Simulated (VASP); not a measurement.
Wanted: the native input for a VASP 6.6.1 run.

- Task: single point
- Functional: PBEsol
- Potentials or basis: VASP PAW PBE potentials, release 64 (Co, O)
- Cutoff: 520 eV
- k mesh: 10 × 10 × 10
- Occupations: fermi-dirac, width 0.05 eV
- Spin: collinear spin, ferromagnetic start
- Starting moments: [3.0, 0.0] μB
- Fixed moment: 3 μB
- Dipole correction: no
- Further INCAR settings: ALGO = Normal; EDIFF = 1e-06; NBANDS = 18

The structure of CoO lies in POSCAR:

```
CoO
1.0
   -1.5080000000      1.5080000000      2.1072475377
    1.5080000000     -1.5080000000      2.1072475377
    1.5080000000      1.5080000000     -2.1072475377
Co O
1 1
Direct
    0.0000000000      0.0000000000      0.0000000000
    0.5000000000      0.5000000000      0.0000000000
```

One way to write it, as run:

INCAR

```
SYSTEM = CoO
PREC = Accurate
ENCUT = 520
EDIFF = 1E-6
ISMEAR = -1
SIGMA = 0.05
LREAL = .FALSE.
LASPH = .TRUE.
NELM = 150
ALGO = Normal
ISIF = 2
LWAVE = .FALSE.
LCHARG = .FALSE.
ISPIN = 2
MAGMOM = 3 0
LORBIT = 11
NUPDOWN = 3.0
LMAXMIX = 4
GGA = PS
NBANDS = 18
```

KPOINTS

```
Automatic mesh
0
G
  10 10 10
  0 0 0
```

Potentials or basis: VASP PAW PBE potentials, release 64 (Co, O).

Run with:

```console
$ cat potpaw_PBE.64/Co/POTCAR potpaw_PBE.64/O/POTCAR > POTCAR
$ mpirun -np 1 vasp_std > vasp.out
```

Results of the run:

The pressure is -9.1 GPa, the net moment is 3.00 μB per cell and the site moments are Co +2.61; O +0.34 μB. The valence electrons inside the program's atomic spheres are Co 7.81; O 4.96.

Caveat: the cell stands under tension; the PAW data sets were made with another functional, which shifts forces and pressure a little; the total moment is fixed, so each spin has its own Fermi level; a cell with one magnetic atom can't hold antiferromagnetic order, which such compounds often take.

Wall time 120 s on 1 thread of Intel Xeon 8259CL, on a shared host, peak memory 0.19 GiB.
